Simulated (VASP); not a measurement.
# ZnS in VASP: settings compared

Aim: see how the results for ZnS move with the level of theory and the settings. Levels: PBE, r2SCAN. Tasks: single point.

Everything below comes from runs of VASP 6.6.1. Logs are shortened: lines on timing, memory, paths and dates and some standing lists are left out, and cuts for length are marked.

## Step 1: The cell of the first run

Symmetry: F-43m, No. 216, cubic system. The conventional cell has a = 5.227 Å, b = 5.227 Å, c = 5.227 Å, α = 90.00°, β = 90.00°, γ = 90.00°. Within 3.0 Å of Zn (site symmetry -43m) lie 4 S at 2.26 Å. S (site symmetry -43m) has 4 Zn at 2.26 Å within 3.0 Å.

## Step 2: Single point, PBE (strain -3.0%)

Contents of INCAR:

```
  ALGO = Normal
  EDIFF = 1E-6
  ENCUT = 520
  GGA = PE
  ISIF = 2
  ISMEAR = -1
  LASPH = T
  LCHARG = T
  LELF = T
  LREAL = F
  LVHAR = T
  LWAVE = F
  NBANDS = 16
  NELM = 100
  PREC = Accurate
  SIGMA = 0.02
```

Contents of KPOINTS:

```
k-points
0
Gamma
  8 8 8
```

Contents of POSCAR:

```
ZnS
1.0
    0.0000000000      2.6132632584      2.6132632584
    2.6132632584      0.0000000000      2.6132632584
    2.6132632584      2.6132632584      0.0000000000
Zn S
1 1
Direct
    0.0000000000      0.0000000000      0.0000000000
    0.2500000000      0.2500000000      0.2500000000
```

Potentials or basis: VASP PAW PBE potentials, release 64 (Zn, S).

Command:

```bash
> cat potpaw_PBE.64/Zn/POTCAR potpaw_PBE.64/S/POTCAR > POTCAR
> mpirun -np 1 vasp_std > vasp.out
```

OUTCAR:

```text
EDIFF = 1E-6
   ENCUT = 520
   GGA = PE
   ISIF = 2
   ISMEAR = -1
   LASPH = T
   LREAL = F
   NELM = 100
   PREC = Accurate

 ion  position               nearest neighbor table
   1  0.000  0.000  0.000-   2 2.26   2 2.26   2 2.26   2 2.26
   2  0.250  0.250  0.250-   1 2.26   1 2.26   1 2.26   1 2.26

  LATTYP: Found a face centered cubic cell.
 ALAT       =     5.2265265168

  Lattice vectors:

 A1 = (   0.0000000000,   2.6132632584,   2.6132632584)
 A2 = (   2.6132632584,   0.0000000000,   2.6132632584)
 A3 = (   2.6132632584,   2.6132632584,   0.0000000000)

Analysis of symmetry for initial positions (statically):
=====================================================================
 Subroutine PRICEL returns:
 Original cell was already a primitive cell.

 Routine SETGRP: Setting up the symmetry group for a
 face centered cubic supercell.

 Subroutine GETGRP returns: Found 24 space group operations
 (whereof 24 operations were pure point group operations)
 out of a pool of 48 trial point group operations.

The static configuration has the point symmetry T_d .

Analysis of symmetry for dynamics (positions and initial velocities):
=====================================================================
 Subroutine PRICEL returns:
 Original cell was already a primitive cell.

 Routine SETGRP: Setting up the symmetry group for a
 face centered cubic supercell.

 Subroutine GETGRP returns: Found 24 space group operations
 (whereof 24 operations were pure point group operations)
 out of a pool of 48 trial point group operations.

The dynamic configuration has the point symmetry T_d .

 Subroutine INISYM returns: Found 24 space group operations
 (whereof 24 operations are pure point group operations),
 and found     1 'primitive' translations

----------------------------------------------------------------------------------------

                                     Primitive cell

  volume of cell :      35.6927

  direct lattice vectors                    reciprocal lattice vectors
     0.000000000  2.613263258  2.613263258    -0.191331661  0.191331661  0.191331661
     2.613263258  0.000000000  2.613263258     0.191331661 -0.191331661  0.191331661
     2.613263258  2.613263258  0.000000000     0.191331661  0.191331661 -0.191331661

  length of vectors
     3.695712342  3.695712342  3.695712342     0.331396158  0.331396158  0.331396158

  position of ions in fractional coordinates (direct lattice)
     0.000000000  0.000000000  0.000000000
     0.250000000  0.250000000  0.250000000

  ion indices of the primitive-cell ions
   primitive index   ion index
                 1           1
                 2           2

----------------------------------------------------------------------------------------

 KPOINTS: k-points

Automatic generation of k-mesh.
 Grid dimensions read from file:
 generate k-points for:    8    8    8

 Generating k-lattice:

  Cartesian coordinates                     Fractional coordinates (reciprocal lattice)
    -0.023916458  0.023916458  0.023916458     0.125000000  0.000000000  0.000000000
     0.023916458 -0.023916458  0.023916458     0.000000000  0.125000000  0.000000000
     0.023916458  0.023916458 -0.023916458     0.000000000  0.000000000  0.125000000

  Length of vectors
     0.041424520  0.041424520  0.041424520

  Shift w.r.t. Gamma in fractional coordinates (k-lattice)
     0.000000000  0.000000000  0.000000000

 Subroutine IBZKPT returns following result:
 ===========================================

 Found     29 irreducible k-points:

 Following reciprocal coordinates:
            Coordinates               Weight
  0.000000  0.000000  0.000000      1.000000
  0.125000  0.000000  0.000000      8.000000
  0.250000  0.000000  0.000000      8.000000
  0.375000  0.000000  0.000000      8.000000
  0.500000  0.000000  0.000000      4.000000
  0.125000  0.125000  0.000000      6.000000
[... 16 lines left out ...]
  0.500000  0.250000  0.125000     48.000000
 -0.375000  0.250000  0.125000     24.000000
 [... further k-points ...]
   k-points           NKPTS =     29   k-points in BZ     NKDIM =     29   number of bands    NBANDS=     16
   number of dos      NEDOS =    301   number of ions     NIONS =      2
   total plane-waves  NPLWV =  21952
   dimension x,y,z NGX =    28 NGY =   28 NGZ =   28
   dimension x,y,z NGXF=    56 NGYF=   56 NGZF=   56
   ions per type =               1   1
   NGX,Y,Z   is equivalent  to a cutoff of  12.60, 12.60, 12.60 a.u.
   NGXF,Y,Z  is equivalent  to a cutoff of  25.19, 25.19, 25.19 a.u.
 SYSTEM =  unknown system
   PREC   = accura    normal or accurate (medium, high low for compatibility)
   ISTART =      0    job   : 0-new  1-cont  2-samecut
   ICHARG =      2    charge: 1-file 2-atom 10-const
   ISPIN  =      1    spin polarized calculation?
   LNONCOLLINEAR =      F non collinear calculations
   LSORBIT =      F    spin-orbit coupling
   LASPH  =      T    aspherical Exc in radial PAW
   ENCUT  =  520.0 eV  38.22 Ry    6.18 a.u.   6.87  6.87  6.87*2*pi/ulx,y,z
   NELM   =    100;   NELMIN=  2; NELMDL= -5     # of ELM steps
   EDIFF  = 0.1E-05   stopping-criterion for ELM
   LREAL  =      F    real-space projection
[... 7 lines left out ...]
   TEBEG  =    0.0;   TEEND  =   0.0 temperature during run
   PSTRESS=    0.0 pullay stress
   NELECT =      18.0000    total number of electrons
   NUPDOWN=      -1.0000    fix difference up-down
   EMIN   =  10.00;   EMAX   =-10.00  energy-range for DOS
   EFERMI =   0.00;   METHOD = LEGACY
   ISMEAR =    -1;   SIGMA  =   0.02  broadening in eV -4-tet -1-fermi 0-gaus
   EFERMI_NEDOS =   21; number of points for ismear=-14 and -15
   IALGO  =     38    algorithm
   IMIX   =      4    mixing-type and parameters
     AMIX     =   0.40;   BMIX     =  1.00
     AMIX_MAG =   1.60;   BMIX_MAG =  1.00
  volume/ion in A,a.u.               =      17.85       120.43
  Fermi-wavevector in a.u.,A,eV,Ry     =   1.303084  2.462472 23.103082  1.698029
  Thomas-Fermi vector in A             =   2.434110
   LORBIT       =      0    0 simple, 1 ext, 2 COOP (PROOUT), +10 PAW based schemes
   GGA     = PE    functional components
   LHFCALC =     F    Hartree Fock is set to
   AEXX    =    0.0000 exact exchange contribution
   IVDW    =     0    specifies the selected vdW correction
   LEPSILON=     F    determine dielectric tensor
   LRPA    =     F    only Hartree local field effects (RPA)
 non-spin polarized calculation
  energy-cutoff  :      520.00
  volume of cell :       35.69
 maximum number of plane-waves:       982
   NGX = 13   NGY = 13   NGZ = 13

 number of electron      17.9999988 magnetization

 Free energy of the ion-electron system (eV)
  ---------------------------------------------------
  ext. energy  EPLUGINS =         0.00000000
  ---------------------------------------------------
  free energy    TOTEN  =        -6.70204841 eV

  energy without entropy =       -6.70204841  energy(sigma->0) =       -6.70204841

 E-fermi :   3.5119     XC(G=0): -10.1102

 val. band max:        3.1002350119   @ k =   0.0000   0.0000   0.0000
 cond. band min:       5.6661506512   @ k =   0.0000   0.0000   0.0000
 fundamental gap:      2.5659156393
 Fermi energy:         3.5119240359

 k-point     1 :       0.0000    0.0000    0.0000
  band No.  band energies     occupation
      1     -10.7932      2.00000
      2      -3.6968      2.00000
      3      -3.6968      2.00000
      4      -3.6968      2.00000
      5      -3.0722      2.00000
      6      -3.0722      2.00000
[... 8 lines left out ...]
     15      14.9678      0.00000
     16      15.5369      0.00000

 k-point     2 :       0.1250    0.0000    0.0000
  band No.  band energies     occupation
      1     -10.6549      2.00000
      2      -3.7051      2.00000
      3      -3.6711      2.00000
      4      -3.6711      2.00000
      5      -3.0747      2.00000
      6      -3.0747      2.00000
[... 8 lines left out ...]
     15      14.3309      0.00000
     16      16.2700      0.00000

 k-point     3 :       0.2500    0.0000    0.0000
  band No.  band energies     occupation
      1     -10.2901      2.00000
      2      -3.6804      2.00000
      3      -3.6148      2.00000
      4      -3.6148      2.00000
      5      -3.0708      2.00000
      6      -3.0708      2.00000
[... 8 lines left out ...]
     15      14.1353      0.00000
     16      15.5940      0.00000

 k-point     4 :       0.3750    0.0000    0.0000
  band No.  band energies     occupation
      1      -9.8675      2.00000
      2      -3.5708      2.00000
      3      -3.5708      2.00000
      4      -3.4775      2.00000
      5      -3.0487      2.00000
      6      -3.0487      2.00000
[... 8 lines left out ...]
     15      15.3607      0.00000
     16      15.3607      0.00000

 k-point     5 :       0.5000    0.0000    0.0000
  band No.  band energies     occupation
      1      -9.6696      2.00000
      2      -3.5572      2.00000
      3      -3.5572      2.00000
      4      -3.0329      2.00000
      5      -3.0329      2.00000
      6      -2.9524      2.00000
[... 8 lines left out ...]
     15      16.7552      0.00000
     16      16.7552      0.00000

 k-point     6 :       0.1250    0.1250    0.0000
  band No.  band energies     occupation
      1     -10.6088      2.00000
      2      -3.7315      2.00000
      3      -3.6498      2.00000
      4      -3.6498      2.00000
      5      -3.0946      2.00000
      6      -3.0578      2.00000
[... 8 lines left out ...]
     15      15.1731      0.00000
     16      16.9084      0.00000

 k-point     7 :       0.2500    0.1250    0.0000
  band No.  band energies     occupation
      1     -10.3183      2.00000
      2      -3.7395      2.00000
      3      -3.5925      2.00000
      4      -3.5904      2.00000
      5      -3.1056      2.00000
      6      -3.0447      2.00000
[... 8 lines left out ...]
     15      15.1549      0.00000
     16      17.1904      0.00000

 k-point     8 :       0.3750    0.1250    0.0000
  band No.  band energies     occupation
      1      -9.9080      2.00000
      2      -3.6468      2.00000
      3      -3.5372      2.00000
      4      -3.5092      2.00000
      5      -3.0747      2.00000
      6      -3.0292      2.00000
[... 8 lines left out ...]
     15      16.0025      0.00000
     16      16.5372      0.00000

 k-point     9 :       0.5000    0.1250    0.0000
  band No.  band energies     occupation
      1      -9.6220      2.00000
      2      -3.5679      2.00000
      3      -3.5182      2.00000
      4      -3.2134      2.00000
      5      -3.0290      2.00000
      6      -2.9211      2.00000
[... 8 lines left out ...]
     15      16.7770      0.00000
     16      17.0938      0.00000
[... 172 lines left out ...]
 k-point    19 :       0.5000    0.3750    0.0000
  band No.  band energies     occupation
      1      -9.3535      2.00000
      2      -3.7703      2.00000
      3      -3.3128      2.00000
      4      -3.2912      2.00000
      5      -2.9910      2.00000
      6      -2.8543      2.00000
[... 8 lines left out ...]
     15      17.0385      0.00000
     16      18.4605      0.00000

 k-point    20 :      -0.3750    0.3750    0.0000
  band No.  band energies     occupation
      1      -9.3172      2.00000
      2      -3.6529      2.00000
      3      -3.3473      2.00000
      4      -3.2102      2.00000
      5      -3.0275      2.00000
      6      -2.6406      2.00000
[... 8 lines left out ...]
     15      15.7725      0.00000
     16      19.6080      0.00000

 k-point    21 :       0.5000    0.5000    0.0000
  band No.  band energies     occupation
      1      -9.2882      2.00000
      2      -3.8299      2.00000
      3      -3.2694      2.00000
      4      -3.2694      2.00000
      5      -2.9737      2.00000
      6      -2.8197      2.00000
[... 8 lines left out ...]
     15      16.9444      0.00000
     16      17.9964      0.00000

 k-point    22 :       0.3750    0.2500    0.1250
  band No.  band energies     occupation
      1     -10.0017      2.00000
      2      -3.7172      2.00000
      3      -3.5397      2.00000
      4      -3.5103      2.00000
      5      -3.1052      2.00000
      6      -3.0232      2.00000
[... 8 lines left out ...]
     15      16.1536      0.00000
     16      18.7304      0.00000

 k-point    23 :       0.5000    0.2500    0.1250
  band No.  band energies     occupation
      1      -9.6459      2.00000
      2      -3.5932      2.00000
      3      -3.5069      2.00000
      4      -3.3690      2.00000
      5      -3.0549      2.00000
      6      -2.9939      2.00000
[... 8 lines left out ...]
     15      17.3623      0.00000
     16      17.8444      0.00000

 k-point    24 :      -0.3750    0.2500    0.1250
  band No.  band energies     occupation
      1      -9.4842      2.00000
      2      -3.5581      2.00000
      3      -3.4768      2.00000
      4      -3.1717      2.00000
      5      -3.0596      2.00000
      6      -2.7553      2.00000
[... 8 lines left out ...]
     15      16.9286      0.00000
     16      17.8448      0.00000

 [... further k-points ...]
[... 5 lines left out ...]
  --------------------------------------------------------------------------------------
  -------------------------------------------------------------------------------------
  Total        2.5243702      2.5243702      2.5243702      0.0000000      0.0000000      0.0000000
  in kB      113.3141485    113.3141485    113.3141485      0.0000000      0.0000000      0.0000000
  external PRESSURE =     113.3141485 kB  Pullay stress =       0.0000000 kB

 VOLUME and BASIS-vectors are now :
 -----------------------------------------------------------------------------
  energy-cutoff  :      520.00
  volume of cell :       35.69
      direct lattice vectors                 reciprocal lattice vectors
     0.000000000  2.613263258  2.613263258    -0.191331661  0.191331661  0.191331661
     2.613263258  0.000000000  2.613263258     0.191331661 -0.191331661  0.191331661
     2.613263258  2.613263258  0.000000000     0.191331661  0.191331661 -0.191331661

 POSITION                                       TOTAL-FORCE (eV/Angst)
 -----------------------------------------------------------------------------------
      0.00000      0.00000      0.00000        -0.000000     -0.000000     -0.000000
      1.30663      1.30663      1.30663         0.000000      0.000000      0.000000
 -----------------------------------------------------------------------------------
    total drift:                                0.000002      0.000002      0.000002

  FREE ENERGIE OF THE ION-ELECTRON SYSTEM (eV)
  ---------------------------------------------------
  free  energy   TOTEN  =        -6.7020484117 eV

  energy  without entropy=       -6.7020484117  energy(sigma->0) =       -6.70204841
```

Run time: 8.4 s. Hardware: 1 thread of Intel Xeon Platinum 8559C (Emerald Rapids), shared host; peak memory 0.15 GiB.

What came out:

```
Free energy            : -6.7020 eV
Pressure               : 11.3 GPa
Band gap on the k mesh : 2.57 eV, direct
```

Levels at points of the mesh, in eV from the valence-band top:
```csv
k point,band 5,band 6,band 7,band 8,band 9,band 10,band 11,band 12,band 13,band 14
"(0.00, 0.00, 0.00)",-6.17,-6.17,0.00,0.00,0.00,2.57,6.30,6.30,6.30,11.87
"(0.50, 0.00, 0.00)",-6.13,-6.05,-5.88,-1.02,-1.02,3.50,6.85,6.85,9.23,12.66
"(0.50, 0.50, 0.00)",-6.07,-5.92,-4.96,-2.61,-2.61,3.16,4.03,11.74,12.65,12.65
```

Caveat: the cell differs from its parent crystal (strain -3.0%).

[end of part 1 of 3]
